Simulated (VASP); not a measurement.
Wanted: the native input for a VASP 6.6.1 run.

| Property | Result |
| --- | --- |
| Task | single point |
| Functional | PBEsol |
| Potentials or basis | VASP PAW PBE potentials, release 64 (Re) |
| Cutoff | 520 eV |
| k mesh | 18 × 18 × 6 |
| Occupations | gaussian, width 0.1 eV |
| Spin | no spin polarisation |
| Dipole correction | no |
| Further INCAR settings | ALGO = Fast; EDIFF = 1e-06; NBANDS = 22 |

The structure of Re lies in POSCAR:

```
Re
1.0
    2.7521979482      0.0000000000      0.0000000000
   -1.3760989741      2.3834733394      0.0000000000
    0.0000000000      0.0000000000      8.8688880569
Re
4
Direct
    0.0000000000      0.0000000000      0.0000000000
    0.3333333333      0.6666666667      0.2500000000
    0.0000000000      0.0000000000      0.5000000000
    0.6666666667      0.3333333333      0.7500000000
```

One way to write it, as run:

INCAR

```
PREC = Accurate ; ENCUT = 520
EDIFF = 1E-6 ; ISMEAR = 0
SIGMA = 0.1 ; LREAL = F
LASPH = T ; NELM = 80
ALGO = Fast ; ISIF = 2
LWAVE = F ; LCHARG = F
GGA = PS ; NBANDS = 22
```

KPOINTS

```
regular mesh
0
Gamma
  18 18 6
```

Potentials or basis: VASP PAW PBE potentials, release 64 (Re).

The run is started by

```sh
$ cat potpaw_PBE.64/Re/POTCAR > POTCAR
$ mpirun -np 1 vasp_std > vasp.out
```

It gave:

```
Pressure               : 0.1 GPa
Band gap on the k mesh : zero (bands 14 and 15 overlap by 2.60 eV)
```

Caveat: the PAW data sets were made with another functional, which shifts forces and pressure a little; spin-orbit coupling is left out, which moves the levels of the heavy elements.

It took 7.7 min on 1 thread of Intel Xeon 8259CL (shared host), peak memory 0.28 GiB.
